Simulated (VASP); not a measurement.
Hf2WF, 4 atoms in the cell. It takes space group I4mm (No. 107, tetragonal). The conventional cell has a = 4.159 Å, b = 4.159 Å, c = 8.209 Å, α = 90.00°, β = 90.00°, γ = 90.00°. Within 2.8 Å of Hf (site symmetry 2mm) lie 2 W at 2.10 Å. W (site symmetry 4mm) has 1 F at 1.63 Å and 4 Hf at 2.10 Å within 2.2 Å. F (site symmetry 4mm) has 1 W at 1.63 Å within 2.2 Å. 

* Program: VASP 6.6.1
* Task: single point
* Functional: PBE
* Potentials or basis: VASP PAW PBE potentials, release 64 (Hf_pv, W_sv, F)
* Cutoff: 520 eV
* k mesh: 6 × 6 × 6
* Occupations: gaussian, width 0.1 eV
* Spin: no spin polarisation
* Dipole correction: no
* Further INCAR settings: ALGO = Normal; EDIFF = 1e-06; NBANDS = 28

Potentials or basis: VASP PAW PBE potentials, release 64 (Hf_pv, W_sv, F).

Launch:

```sh
$ cat potpaw_PBE.64/Hf_pv/POTCAR potpaw_PBE.64/W_sv/POTCAR potpaw_PBE.64/F/POTCAR > POTCAR
$ mpirun -np 1 vasp_std > vasp.out
```

Hardware: 1 thread of Intel(R) Xeon(R) 6975P-C (Granite Rapids), with other jobs on the host.

Problem. Estimate the wall time of this run.

Solution. It took 40 s on 1 thread of Intel(R) Xeon(R) 6975P-C (Granite Rapids), on a shared host, peak memory 0.26 GiB. Counts: scf iterations 14, k points 30.
